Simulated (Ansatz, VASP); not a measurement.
## One calculation of MgBe3, two programs

```xyz
4
Lattice="2.0411 1.1784 4.2761 -2.0411 1.1784 4.2761 0.0000 -2.3568 4.2761" Properties=species:S:1:pos:R:3 pbc="T T T"
Mg    0.0000    0.0000    5.6874
Be    1.0164    0.5868    3.2453
Be   -1.0164    0.5868    3.2453
Be    0.0000   -1.1736    3.2453
```

Alike in both runs: functional PBE; k mesh 6 × 6 × 6; occupations gaussian, width 0.1 eV; no spin polarisation.

Ansatz relaxed the structure, and its values are those at the end. VASP's run is a single point on that final structure, the one shown.

|  | VASP | Ansatz |
| --- | --- | --- |
| version | VASP 6.6.1 | Ansatz 0.2.0 |
| potentials or method | VASP PAW PBE potentials, release 64 (Mg, Be), cutoff 520 eV | scalar-relativistic, plane waves, PAW |
| valence electrons in the cell | 8 | 16 |

|  | VASP | Ansatz | Ansatz less VASP |
| --- | --- | --- | --- |
| gap on the k mesh at the Fermi level (eV) | none | none | - |
| pressure (GPa) | 0.1 | 0.1 | 0.00 |
| rms of the force components (eV/Å) | 0.012 | 0.012 | +0.0003 |

A gap of «none» marks a metal or a gap that the smearing closes. VASP's potentials hold 8 valence electrons a cell and Ansatz's 16, so a difference there can come from the potentials and not from the codes.
